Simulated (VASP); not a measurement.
A run of VASP 6.6.1 is set up as follows.

File INCAR:

```
SYSTEM = SnO2
PREC = Accurate
ENCUT = 520
EDIFF = 1E-6
ISMEAR = 0
SIGMA = 0.01
LREAL = .FALSE.
LASPH = .TRUE.
NELM = 60
ALGO = Normal
ISIF = 2
LWAVE = .FALSE.
LCHARG = .FALSE.
GGA = PE
IVDW = 13
NBANDS = 35
```

Contents of KPOINTS:

```
regular mesh
0
G
  4 4 6
  0 0 0
```

Contents of POSCAR:

```
SnO2
1.0
    4.8611196212      0.0000000000      0.0000000000
    0.0000000000      4.8611196212      0.0000000000
    0.0000000000      0.0000000000      3.2693030125
Sn O
2 4
Direct
    0.0000000000      0.0000000000      0.0000000000
    0.5000000000      0.5000000000      0.5000000000
    0.3071000000      0.3071000000      0.0000000000
    0.1929000000      0.8071000000      0.5000000000
    0.6929000000      0.6929000000      0.0000000000
    0.8071000000      0.1929000000      0.5000000000
```

Potentials or basis: VASP PAW PBE potentials, release 64 (Sn_d, O).

The run is started by

```bash
$ cat potpaw_PBE.64/Sn_d/POTCAR potpaw_PBE.64/O/POTCAR > POTCAR
$ mpirun -np 1 vasp_std > vasp.out
```

(1) Predict the largest force.

(2) Estimate the pressure.

(3) Predict the band gap on the k mesh.

## Answers

(1) 0.005 eV/Å.

(2) -6.6 GPa.

(3) 0.42 eV, direct.

Caveat: spin-orbit coupling is left out, which moves the levels of the heavy elements.
